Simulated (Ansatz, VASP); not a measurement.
Two plane-wave programs on C

```
CELL_PARAMETERS angstrom
-2.38183 2.38416 2.39408
2.43091 -2.37889 2.43788
2.36440 2.36146 -2.38880
ATOMIC_POSITIONS crystal
C 0.35550 0.10699 0.92678
C 0.66646 0.61278 0.77045
C 0.06039 0.34684 0.04435
C 0.87096 0.91924 0.21618
C 0.94944 0.66237 0.96582
C 0.34439 0.28995 0.38880
C 0.68712 0.05111 0.98817
C 0.06574 0.01072 0.69944
```

Change from the starting cell: all atoms moved at random (sigma 0.3 Å a component), cell strained at random (sigma 0.01).

Alike in both runs: task single point; functional LDA; k mesh 8 × 8 × 8; occupations gaussian, width 0.05 eV; no spin polarisation.

|  | VASP | Ansatz |
| --- | --- | --- |
| version | VASP 6.6.1 | Ansatz 0.2.0 |
| potentials or method | VASP PAW LDA potentials, release 64 (C), cutoff 520 eV | scalar-relativistic, plane waves, PAW |
| valence electrons in the cell | 32 | 32 |

Ansatz gave:

* gap on the k mesh at the Fermi level (eV): none
* pressure (GPa): 81.5
* traceless stress, the component that is largest in VASP (GPa): 88.58
* rms of the force components (eV/Å): 13.325

**Question.** Estimate VASP's values.

**Answer.** gap on the k mesh at the Fermi level (eV): none; pressure (GPa): 83.4; traceless stress, the component that is largest in VASP (GPa): 90.50; rms of the force components (eV/Å): 13.571.

LDA's correlation is that of Perdew and Zunger in VASP and of Perdew and Wang (1992) in Ansatz. Atom by atom the forces differ by 0.256 eV/Å (rms over components). A gap of «none» marks a metal or a gap that the smearing closes. Both programs put the cell under a high pressure, so it lies far from rest at this level.

Noted on VASP's run: the cell as given lies far from equilibrium.
